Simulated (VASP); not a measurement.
A run of VASP 6.6.1 is set up as follows.

The input INCAR:

```
SYSTEM = Cs
  PREC = Accurate
  ENCUT = 520
  EDIFF = 1E-7
  ISMEAR = -1
  SIGMA = 0.1
  LREAL = .FALSE.
  LASPH = .TRUE.
  NELM = 100
  ALGO = Normal
  ISIF = 2
  LWAVE = .FALSE.
  LCHARG = .FALSE.
  NBANDS = 10
```

Contents of KPOINTS:

```
regular mesh
0
G
  7 7 7
  0 0 0
```

Contents of POSCAR:

```
Cs
1.0
    4.7366819425      0.0000000000      0.0000000000
    0.0000000000      4.7366819425      0.0000000000
    0.0000000000      0.0000000000      4.7366819425
Cs
1
Direct
    0.0000000000      0.0000000000      0.0000000000
```

Potentials or basis: VASP PAW LDA potentials, release 64 (Cs_sv).

Launch:

```bash
$ cat potpaw_LDA.64/Cs_sv/POTCAR > POTCAR
$ mpirun -np 1 vasp_std > vasp.out
```

(1) Estimate the pressure.

(2) Predict the band gap on the k mesh.

Answers

(1) 0.0 GPa.

(2) zero (an odd number of electrons rules out a gap without spin polarisation).

Caveat: spin-orbit coupling is left out, which moves the levels of the heavy elements.
